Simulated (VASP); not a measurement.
## Os: single point with PBE

Crystal: Os.

```
CELL_PARAMETERS angstrom
0.00000 1.93195 1.93195
1.93195 0.00000 1.93195
1.93195 1.93195 0.00000
ATOMIC_POSITIONS crystal
Os 0.00000 0.00000 0.00000
```

This cell differs from its parent crystal: volume scaled by 0.98.

```yaml
Program: VASP 6.6.1
Task: single point
Functional: PBE
Potentials_or_basis: VASP PAW PBE potentials, release 64 (Os)
Cutoff: 520 eV
k_mesh: 14 × 14 × 14
Occupations: fermi-dirac, width 0.05 eV
Spin: no spin polarisation
Dipole_correction: no
Further_INCAR_settings: ALGO = Normal; EDIFF = 1e-07; NBANDS = 10
```

```json
{
  "Pressure": "-2.3 GPa",
  "Band gap on the k mesh": "zero (band 4 reaches 11.19 eV, above the bottom of band 5 at 7.61 eV)"
}
```

Levels at points of the mesh, in eV from the Fermi level:
```csv
k point,band 1,band 2,band 3,band 4,band 5,band 6,band 7,band 8,band 9
"(0.00, 0.00, 0.00)",-10.51,-2.83,-2.83,-2.83,0.08,0.08,14.32,19.95,19.95
"(0.50, 0.00, 0.00)",-7.39,-2.98,-2.98,-0.17,2.39,2.39,8.68,13.84,20.13
"(0.50, 0.50, 0.00)",-7.25,-6.55,2.34,2.34,3.04,3.04,11.86,12.13,12.13
```

Wall time 7.8 s on 1 thread of Intel(R) Xeon(R) Platinum 8488C (Sapphire Rapids) (shared host), peak memory 0.13 GiB.

Caveat: spin-orbit coupling is left out, which moves the levels of the heavy elements.
